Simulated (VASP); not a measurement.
Here is a VASP 6.6.1 calculation.

The input POSCAR:

```
ScAl3N4
1.0
   -3.2086112703      0.0000000000      0.0000000000
    0.0000000000      5.6037654075     -0.0022277261
    1.6043056351     -2.7998636570     -5.0387091941
Sc Al N
1 3 4
Direct
    0.0236072974      0.3562075493      0.0472145949
    0.5221148856      0.8562260545      0.0442297712
    0.7730767448      0.4388617389      0.5461534896
    0.2711623084      0.9388821974      0.5423246169
    0.7847339244      0.1173761381      0.5694678489
    0.2860066873      0.6202555850      0.5720133746
    0.5389681882      0.2004246017      0.0779363765
    0.0363299637      0.7077661350      0.0726599275
```

INCAR.step1

```
SYSTEM = ScAl3N4
ALGO = Normal ; EDIFF = 1E-4
ENCUT = 520 ; GGA = PE
ISMEAR = 0 ; LASPH = .True.
LCHARG = .False. ; LREAL = .False.
LWAVE = .True. ; NBANDS = 30
NELM = 80 ; PREC = Accurate
SIGMA = 0.01
```

INCAR.step2

```
SYSTEM = ScAl3N4
ALGO = Normal ; EDIFF = 1E-7
ENCUT = 520 ; ISIF = 2
ISMEAR = 0 ; ISTART = 1
LASPH = .True. ; LCHARG = .True.
LELF = .True. ; LMIXTAU = .True.
LREAL = .False. ; LVHAR = .True.
LWAVE = .False. ; METAGGA = R2SCAN
NBANDS = 30 ; NELM = 80
PREC = Accurate ; SIGMA = 0.01
```

Contents of KPOINTS:

```
k-points
0
Gamma
  8 6 8
  0 0 0
```

Potentials or basis: VASP PAW PBE potentials, release 64 (Sc_sv, Al, N).

The run is started by

```console
$ cat potpaw_PBE.64/Sc_sv/POTCAR potpaw_PBE.64/Al/POTCAR potpaw_PBE.64/N/POTCAR > POTCAR
$ cp INCAR.step1 INCAR
$ mpirun -np 1 vasp_std > vasp.out
$ cp INCAR.step2 INCAR
$ mpirun -np 1 vasp_std > vasp.out
```

**Question.** Estimate the largest force.

**Answer.** 4.046 eV/Å.

**Question.** Predict the band gap on the k mesh.

**Answer.** 2.84 eV.

**Question.** What does it give for the pressure?

**Answer.** 6.7 GPa.

Forces on the atoms (eV/Å):
```
Sc   0.000  0.085  0.946
Al   0.000  0.309  0.443
Al   0.000 -0.068  0.698
Al   0.000 -0.131  0.901
N    0.000  0.141 -0.536
N    0.000  0.078 -0.473
N    0.000 -3.872 -1.175
N    0.000  3.458 -0.804
```

Caveat: the cell differs from its parent crystal (atoms moved along the polar distortion); the stress differs along the axes, from -14 to 18 GPa; the PAW data sets were made with another functional, which shifts forces and pressure a little. A k mesh can miss the band edges.
